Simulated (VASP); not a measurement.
# Be (Fd-3m) in VASP: notebook, part 2 of 2

VASP 6.6.1. Earlier steps stand in the parts before.

## 3. Single point, PBE (volume scaled by 0.88)

The input, INCAR:

```
ALGO = Normal ; EDIFF = 1E-7
ENCUT = 520 ; GGA = PE
ISIF = 2 ; ISMEAR = -1
LASPH = True ; LCHARG = False
LREAL = False ; LWAVE = False
NBANDS = 9 ; NELM = 100
PREC = Accurate ; SIGMA = 0.1
```

The input, KPOINTS:

```
k-points
0
Gamma
  13 13 13
```

The input, POSCAR:

```
Be
1.0
    0.0000000000      2.3472856167      2.3472856167
    2.3472856167      0.0000000000      2.3472856167
    2.3472856167      2.3472856167      0.0000000000
Be
2
Direct
    0.1250000000      0.1250000000      0.1250000000
    0.8750000000      0.8750000000      0.8750000000
```

Potentials or basis: VASP PAW PBE potentials, release 64 (Be).

On the command line:

```bash
> cat potpaw_PBE.64/Be/POTCAR > POTCAR
> mpirun -np 1 vasp_std > vasp.out
```

It took 12 s on 1 thread of AMD EPYC 9R45 (Zen 5), shared host; peak memory 0.12 GiB.

It converged, with:

| Property | Result |
| --- | --- |
| Free energy | -4.2107 eV |
| Pressure | 7.0 GPa |
| Band gap on the k mesh | zero (band 2 reaches 7.69 eV, above the bottom of band 3 at 0.87 eV) |

Levels at points of the mesh, in eV from the Fermi level:
| k point | band 1 | band 2 | band 3 | band 4 | band 5 | band 6 | band 7 |
| --- | --- | --- | --- | --- | --- | --- | --- |
| (0.00, 0.00, 0.00) | -7.81 | 5.23 | 5.23 | 5.23 | 7.88 | 7.88 | 7.88 |

## 4. Single point, PBE (volume scaled by 0.92)

The input, INCAR:

```
PREC = Accurate
ENCUT = 520
EDIFF = 1E-7
ISMEAR = -1
SIGMA = 0.1
LREAL = F
LASPH = T
NELM = 80
ALGO = Normal
ISIF = 2
LWAVE = F
LCHARG = T
GGA = PE
LELF = T
LVHAR = T
NBANDS = 9
```

The input, KPOINTS:

```
Automatic mesh
0
Gamma
  13 13 13
```

The input, POSCAR:

```
Be
1.0
    0.0000000000      2.3823248963      2.3823248963
    2.3823248963      0.0000000000      2.3823248963
    2.3823248963      2.3823248963      0.0000000000
Be
2
Direct
    0.1250000000      0.1250000000      0.1250000000
    0.8750000000      0.8750000000      0.8750000000
```

On the command line:

```bash
> cat potpaw_PBE.64/Be/POTCAR > POTCAR
> mpirun -np 1 vasp_std > vasp.out
```

Wall time 13 s (1 thread of AMD EPYC 9R45 (Zen 5), shared host); peak memory 0.12 GiB.

Results (log left out):

| Item | Value |
| --- | --- |
| Free energy | -4.2515 eV |
| Pressure | 4.2 GPa |
| Band gap on the k mesh | zero (band 2 reaches 7.28 eV, above the bottom of band 3 at 0.72 eV) |

Levels at points of the mesh, in eV from the Fermi level:
```
           k point  band 1  band 2  band 3  band 4  band 5  band 6  band 7
(0.00, 0.00, 0.00)   -7.62    5.07    5.07    5.07    7.68    7.68    7.68
```

## 5. Single point, PBE (volume scaled by 0.96)

The input, INCAR:

```
PREC = Accurate
ENCUT = 520
EDIFF = 1E-6
ISMEAR = -1
SIGMA = 0.1
LREAL = F
LASPH = T
NELM = 60
ALGO = Normal
ISIF = 2
LWAVE = F
LCHARG = F
GGA = PE
NBANDS = 9
```

KPOINTS is that of step 4.

The input, POSCAR:

```
Be
1.0
    0.0000000000      2.4163627078      2.4163627078
    2.4163627078      0.0000000000      2.4163627078
    2.4163627078      2.4163627078      0.0000000000
Be
2
Direct
    0.1250000000      0.1250000000      0.1250000000
    0.8750000000      0.8750000000      0.8750000000
```

On the command line:

```bash
> cat potpaw_PBE.64/Be/POTCAR > POTCAR
> mpirun -np 1 vasp_std > vasp.out
```

Wall time 11 s (1 thread of AMD EPYC 9R45 (Zen 5), shared host); peak memory 0.12 GiB.

It converged, with:

- Free energy: -4.2737 eV
- Pressure: 1.9 GPa
- Band gap on the k mesh: zero (band 2 reaches 6.90 eV, above the bottom of band 3 at 0.58 eV)

Levels at points of the mesh, in eV from the Fermi level:
| k point | band 1 | band 2 | band 3 | band 4 | band 5 | band 6 |
| --- | --- | --- | --- | --- | --- | --- |
| (0.00, 0.00, 0.00) | -7.44 | 4.92 | 4.92 | 4.92 | 7.48 | 7.48 |

## 6. Single point, PBE

The input, INCAR:

```
  ALGO = Normal
  EDIFF = 1E-7
  ENCUT = 520
  GGA = PE
  ISIF = 2
  ISMEAR = -1
  LASPH = T
  LCHARG = T
  LELF = T
  LREAL = F
  LVHAR = T
  LWAVE = F
  NBANDS = 9
  NELM = 80
  PREC = Accurate
  SIGMA = 0.1
```

The input, KPOINTS:

```
k-points
0
Gamma
  13 13 13
```

The input, POSCAR:

```
Be
1.0
    0.0000000000      2.4494676805      2.4494676805
    2.4494676805      0.0000000000      2.4494676805
    2.4494676805      2.4494676805      0.0000000000
Be
2
Direct
    0.1250000000      0.1250000000      0.1250000000
    0.8750000000      0.8750000000      0.8750000000
```

Potentials or basis: VASP PAW PBE potentials, release 64 (Be).

On the command line:

```bash
> cat potpaw_PBE.64/Be/POTCAR > POTCAR
> mpirun -np 1 vasp_std > vasp.out
```

OUTCAR:

```text
EDIFF = 1E-7
   ENCUT = 520
   GGA = PE
   ISIF = 2
   ISMEAR = -1
   LASPH = T
   LREAL = F
   NELM = 80
   PREC = Accurate

 ion  position               nearest neighbor table
   1  0.125  0.125  0.125-   2 2.12   2 2.12   2 2.12   2 2.12
   2  0.875  0.875  0.875-   1 2.12   1 2.12   1 2.12   1 2.12

  LATTYP: Found a face centered cubic cell.
 ALAT       =     4.8989353610

  Lattice vectors:

 A1 = (   0.0000000000,   2.4494676805,   2.4494676805)
 A2 = (   2.4494676805,   0.0000000000,   2.4494676805)
 A3 = (   2.4494676805,   2.4494676805,   0.0000000000)

Analysis of symmetry for initial positions (statically):
=====================================================================
 Subroutine PRICEL returns:
 Original cell was already a primitive cell.

 Routine SETGRP: Setting up the symmetry group for a
 face centered cubic supercell.

 Subroutine GETGRP returns: Found 48 space group operations
 (whereof 12 operations were pure point group operations)
 out of a pool of 48 trial point group operations.

The static configuration has the point symmetry D_3d.
[... 162 lines left out ...]

 E-fermi :   1.7671     XC(G=0):  -8.5443

 val. band max:        1.7512785333   @ k =  -0.4615   0.3846   0.1538
 cond. band min:       1.7774813500   @ k =  -0.3846   0.3077   0.0769
 fundamental gap:      0.0262028167
 Fermi energy:         1.7671284198

 k-point     1 :       0.0000    0.0000    0.0000
  band No.  band energies     occupation
      1      -5.5073      2.00000
      2       6.5407      0.00000
      3       6.5407      0.00000
      4       6.5407      0.00000
      5       9.0715      0.00000
      6       9.0715      0.00000
      7       9.0715      0.00000
      8      15.7780      0.00000
      9      16.1393      0.00000
[... 265 lines left out ...]
 k-point    24 :       0.4615    0.1538    0.0000
  band No.  band energies     occupation
      1      -2.6924      2.00000
      2      -0.1148      2.00000
      3       3.8983      0.00000
      4       4.0260      0.00000
      5       9.3558      0.00000
      6      11.8231      0.00000
      7      12.6482      0.00000
      8      13.9576      0.00000
      9      16.8830      0.00000

 [... further k-points ...]
[... 5 lines left out ...]
  --------------------------------------------------------------------------------------
  -------------------------------------------------------------------------------------
  Total       -0.0018793     -0.0018793     -0.0018793      0.0000000      0.0000000     -0.0000000
  in kB       -0.1024355     -0.1024355     -0.1024355      0.0000000      0.0000000     -0.0000000
  external PRESSURE =      -0.1024355 kB  Pullay stress =       0.0000000 kB

 VOLUME and BASIS-vectors are now :
 -----------------------------------------------------------------------------
  energy-cutoff  :      520.00
  volume of cell :       29.39
      direct lattice vectors                 reciprocal lattice vectors
     0.000000000  2.449467681  2.449467681    -0.204125984  0.204125984  0.204125984
     2.449467681  0.000000000  2.449467681     0.204125984 -0.204125984  0.204125984
     2.449467681  2.449467681  0.000000000     0.204125984  0.204125984 -0.204125984

 POSITION                                       TOTAL-FORCE (eV/Angst)
 -----------------------------------------------------------------------------------
      0.61237      0.61237      0.61237         0.000000     -0.000000      0.000000
      4.28657      4.28657      4.28657        -0.000000      0.000000     -0.000000
 -----------------------------------------------------------------------------------
    total drift:                               -0.000000     -0.000000     -0.000000

  FREE ENERGIE OF THE ION-ELECTRON SYSTEM (eV)
  ---------------------------------------------------
  free  energy   TOTEN  =        -4.2804678755 eV

  energy  without entropy=       -4.2520614829  energy(sigma->0) =       -4.26626468
```

It took 13 s on 1 thread of AMD EPYC 9R45 (Zen 5), shared host; peak memory 0.13 GiB.

What came out:

```yaml
Free_energy: -4.2805 eV
Pressure: 0.0 GPa
Band_gap_on_the_k_mesh: zero (band 2 reaches 6.54 eV, above the bottom of band 3 at 0.45 eV)
```

## 7. Summary

| cell | k mesh | gap on the mesh (eV) | pressure (GPa) |
| --- | --- | --- | --- |
| a = 3.464 Å, angles 60.0°, 2 atoms | 12 × 12 × 12 | none | 0.0 |
| a = 3.320 Å, angles 60.0°, 2 atoms | 13 × 13 × 13 | none | 7.0 |
| a = 3.369 Å, angles 60.0°, 2 atoms | 13 × 13 × 13 | none | 4.2 |
| a = 3.417 Å, angles 60.0°, 2 atoms | 13 × 13 × 13 | none | 1.9 |
| a = 3.464 Å, angles 60.0°, 2 atoms | 13 × 13 × 13 | none | 0.0 |

Alike in all rows: task single point; level PBE; potentials or basis VASP PAW PBE potentials, release 64 (Be); no spin polarisation; cutoff (eV) 520; smearing fermi-dirac 0.1 eV.

Absolute energies hang on the potentials; compare differences alone.
